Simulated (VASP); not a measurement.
Set up this calculation in VASP 6.6.1, as the native input.

```
Task                   : single point
Functional             : r2SCAN
Potentials or basis    : VASP PAW PBE potentials, release 64 (Ti_sv, O)
Cutoff                 : 520 eV
k mesh                 : 8 × 8 × 8
Occupations            : gaussian, width 0.02 eV
Spin                   : no spin polarisation
Dipole correction      : no
Further INCAR settings : ALGO = Normal; EDIFF = 1e-07; NBANDS = 33
```

TiO2:

```
Ti O
1.0
    -1.88896    1.88896    4.79174
     1.88896   -1.88896    4.79174
     1.88896    1.88896   -4.79174
Ti O
2 4
Direct
  0.00000 0.00000 0.00000
  0.75000 0.25000 0.50000
  0.20728 0.20728 0.00000
  0.95728 0.45728 0.50000
  0.54272 0.04272 0.50000
  0.79272 0.79272 0.00000
```

The input as run:

POSCAR

```
TiO2
1.0
   -1.8889611621      1.8889611621      4.7917440140
    1.8889611621     -1.8889611621      4.7917440140
    1.8889611621      1.8889611621     -4.7917440140
Ti O
2 4
Direct
    0.0000000000      0.0000000000      0.0000000000
    0.7500000000      0.2500000000      0.5000000000
    0.2072814070      0.2072814070      0.0000000000
    0.9572814070      0.4572814070      0.5000000000
    0.5427185930      0.0427185930      0.5000000000
    0.7927185930      0.7927185930      0.0000000000
```

INCAR.step1

```
SYSTEM = TiO2
PREC     = Accurate       ! precision mode
ENCUT    = 520            ! plane-wave cutoff, eV
ISMEAR   = 0              ! smearing method
SIGMA    = 0.02           ! smearing width, eV
LREAL    = .False.        ! projectors in reciprocal space
LASPH    = .True.         ! aspherical terms in the spheres
NELM     = 80             ! most SCF steps
NBANDS   = 33             ! bands
GGA      = PE             ! functional
ALGO     = Normal         ! electronic algorithm
EDIFF    = 1E-4           ! SCF threshold, eV
LWAVE    = .True.         ! write WAVECAR
LCHARG   = .False.        ! write CHGCAR
```

INCAR.step2

```
SYSTEM = TiO2
PREC     = Accurate       ! precision mode
ENCUT    = 520            ! plane-wave cutoff, eV
EDIFF    = 1E-7           ! SCF threshold, eV
ISMEAR   = 0              ! smearing method
SIGMA    = 0.02           ! smearing width, eV
LREAL    = .False.        ! projectors in reciprocal space
LASPH    = .True.         ! aspherical terms in the spheres
NELM     = 80             ! most SCF steps
ALGO     = Normal         ! electronic algorithm
ISIF     = 2              ! what is computed and relaxed
LWAVE    = .False.        ! write WAVECAR
LCHARG   = .True.         ! write CHGCAR
METAGGA  = R2SCAN         ! meta-GGA
LMIXTAU  = .True.       
LELF     = .True.         ! ELF
LVHAR    = .True.       
NBANDS   = 33             ! bands
ISTART   = 1
```

KPOINTS

```
Automatic mesh
0
Gamma
  8 8 8
  0 0 0
```

Potentials or basis: VASP PAW PBE potentials, release 64 (Ti_sv, O).

Launch:

```sh
$ cat potpaw_PBE.64/Ti_sv/POTCAR potpaw_PBE.64/O/POTCAR > POTCAR
$ cp INCAR.step1 INCAR
$ mpirun -np 1 vasp_std > vasp.out
$ cp INCAR.step2 INCAR
$ mpirun -np 1 vasp_std > vasp.out
```

It gave:

```yaml
Pressure: 1.2 GPa
Largest_force: 0.026 eV/Å
Band_gap_on_the_k_mesh: 2.59 eV, indirect (least direct gap 2.90 eV)
```

Caveat: the PAW data sets were made with another functional, which shifts forces and pressure a little.

It took 18 min on 1 thread of Intel(R) Xeon(R) Platinum 8375C CPU @ 2.90GHz (Ice Lake), on a shared host, peak memory 0.34 GiB.
